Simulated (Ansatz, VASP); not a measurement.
# Two plane-wave programs on Nb

```
Nb
1.0
    -1.65113    1.65113    1.65113
     1.65113   -1.65113    1.65113
     1.65113    1.65113   -1.65113
Nb
1
Direct
  0.00000 0.00000 0.00000
```

Alike in both runs: task single point; functional r2SCAN; k mesh 14 × 14 × 14; occupations fermi-dirac, width 0.1 eV; no spin polarisation.

|  | VASP | Ansatz |
| --- | --- | --- |
| version | VASP 6.6.1 | Ansatz 0.2.0 |
| potentials or method | VASP PAW PBE potentials, release 64 (Nb_sv), cutoff 520 eV | plane waves (500 eV) with PAW, scalar-relativistic |
| valence electrons in the cell | 13 | 13 |

|  | VASP | Ansatz | Ansatz less VASP |
| --- | --- | --- | --- |
| pressure (GPa) | 0.5 | 0.7 | +0.17 |

VASP's potentials were made for PBE, not for r2SCAN. With one functional, cell and mesh, what is left measures potentials, basis and numerics.
